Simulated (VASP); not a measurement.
Write the native input for VASP 6.6.1 that does the following.

* Task: single point
* Functional: r2SCAN
* Potentials or basis: VASP PAW PBE potentials, release 64 (Ir)
* Cutoff: 520 eV
* k mesh: 15 × 15 × 15
* Occupations: fermi-dirac, width 0.1 eV
* Spin: no spin polarisation
* Dipole correction: no
* Further INCAR settings: ALGO = Normal; EDIFF = 1e-06; NBANDS = 10

Crystal: Ir.

```
Ir
1.0
     0.00000    1.88316    1.88316
     1.88316    0.00000    1.88316
     1.88316    1.88316    0.00000
Ir
1
Direct
  0.00000 0.00000 0.00000
```

These files were run (other wordings do the same):

POSCAR

```
Ir
1.0
    0.0000000000      1.8831634113      1.8831634113
    1.8831634113      0.0000000000      1.8831634113
    1.8831634113      1.8831634113      0.0000000000
Ir
1
Direct
    0.0000000000      0.0000000000      0.0000000000
```

INCAR.step1

```
PREC = Accurate
ENCUT = 520
ISMEAR = -1
SIGMA = 0.1
LREAL = False
LASPH = True
NELM = 100
NBANDS = 10
GGA = PE
ALGO = Normal
EDIFF = 1E-4
LWAVE = True
LCHARG = False
```

INCAR.step2

```
PREC = Accurate
ENCUT = 520
EDIFF = 1E-6
ISMEAR = -1
SIGMA = 0.1
LREAL = False
LASPH = True
NELM = 100
ALGO = Normal
ISIF = 2
LWAVE = False
LCHARG = False
METAGGA = R2SCAN
LMIXTAU = True
NBANDS = 10
ISTART = 1
```

KPOINTS

```
regular mesh
0
Gamma
  15 15 15
```

Potentials or basis: VASP PAW PBE potentials, release 64 (Ir).

Launch:

```bash
$ cat potpaw_PBE.64/Ir/POTCAR > POTCAR
$ cp INCAR.step1 INCAR
$ mpirun -np 1 vasp_std > vasp.out
$ cp INCAR.step2 INCAR
$ mpirun -np 1 vasp_std > vasp.out
```

It gave:

- Pressure: 30.6 GPa

Caveat: the PAW data sets were made with another functional, which shifts forces and pressure a little.

Wall time 2.5 min on 1 thread of AMD EPYC 7R13, on a shared host, peak memory 0.11 GiB.
